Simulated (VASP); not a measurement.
Set up this calculation in VASP 6.6.1, as the native input.

* Task: single point
* Functional: LDA
* Potentials or basis: VASP PAW LDA potentials, release 64 (C)
* Cutoff: 520 eV
* k mesh: 12 × 12 × 4
* Occupations: gaussian, width 0.05 eV
* Spin: no spin polarisation
* Dipole correction: no
* Further INCAR settings: ALGO = Normal; EDIFF = 1e-07; NBANDS = 26

The structure of C lies in POSCAR:

```
C
1.0
    2.4314921993      0.0000000000      0.0000000000
   -1.2157460996      2.1057340137      0.0000000000
    0.0000000000      0.0000000000      8.5978723127
C
8
Direct
    0.0000000000      0.0000000000      0.0885539126
    0.0000000000      0.0000000000      0.5885539126
    0.0000000000      0.0000000000      0.4114460874
    0.0000000000      0.0000000000      0.9114460874
    0.3333333333      0.6666666667      0.1589518456
    0.6666666667      0.3333333333      0.6589518456
    0.3333333333      0.6666666667      0.3410481544
    0.6666666667      0.3333333333      0.8410481544
```

This cell differs from its parent crystal: mode 21 frozen in at -0.036 Å, strain +e along z and -e/2 along x and y +0.0467.

The input as run:

INCAR

```
PREC = Accurate
ENCUT = 520
EDIFF = 1E-7
ISMEAR = 0
SIGMA = 0.05
LREAL = F
LASPH = T
NELM = 80
ALGO = Normal
ISIF = 2
LWAVE = F
LCHARG = F
NBANDS = 26
```

KPOINTS

```
Automatic mesh
0
Gamma
  12 12 4
```

Potentials or basis: VASP PAW LDA potentials, release 64 (C).

Command:

```console
$ cat potpaw_LDA.64/C/POTCAR > POTCAR
$ mpirun -np 1 vasp_std > vasp.out
```

Results of the run:

The pressure is 2.2 GPa, the largest force is 2.656 eV/Å and the band gap on the k mesh is 3.31 eV, indirect (least direct gap 4.11 eV).

Caveat: the cell differs from its parent crystal (mode 21 frozen in at -0.036 Å, strain +e along z and -e/2 along x and y +0.0467); forces of over 1 eV/Å act on the atoms, so gaps and moduli don't describe the material at rest.

Run time: 27 s on 1 thread of AMD EPYC 9R45 96-Core Processor (Zen 5), on a shared host, peak memory 0.13 GiB.
